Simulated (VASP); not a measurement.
Here is a VASP 6.6.1 calculation.

INCAR

```
  ALGO = Normal
  EDIFF = 1E-7
  ENCUT = 520
  GGA = PS
  ISIF = 2
  ISMEAR = 0
  IVDW = 12
  LASPH = True
  LCHARG = False
  LREAL = False
  LWAVE = False
  NBANDS = 16
  NELM = 60
  PREC = Accurate
  SIGMA = 0.03
```

The input KPOINTS:

```
k-points
0
Gamma
  12 12 8
```

The input POSCAR:

```
Se
1.0
    3.9533658474      0.0000000000      0.0000000000
   -1.9766829237      3.4237152543      0.0000000000
    0.0000000000      0.0000000000      5.2294761402
Se
3
Direct
    0.2610773134      0.0000000000      0.3333333333
    0.0000000000      0.2610773134      0.6666666667
    0.7389226866      0.7389226866      0.0000000000
```

Potentials or basis: VASP PAW PBE potentials, release 64 (Se).

Launch:

```bash
$ cat potpaw_PBE.64/Se/POTCAR > POTCAR
$ mpirun -np 1 vasp_std > vasp.out
```

Task: What does it give for the band gap on the k mesh?

Result: 0.19 eV.

Task: What does it give for the dispersion energy per atom?

Result: -0.319 eV.

Task: Estimate the pressure.

Result: -3.5 GPa.

Forces in eV/Å, atoms in the order of the input:
```
Se  -0.270  0.000  0.000
Se   0.135 -0.234  0.000
Se   0.135  0.234  0.000
```

Caveat: the cell stands under tension; semilocal functionals underestimate gaps, and a narrow one can read as zero; the PAW data sets were made with another functional, which shifts forces and pressure a little. A k mesh can miss the band edges.
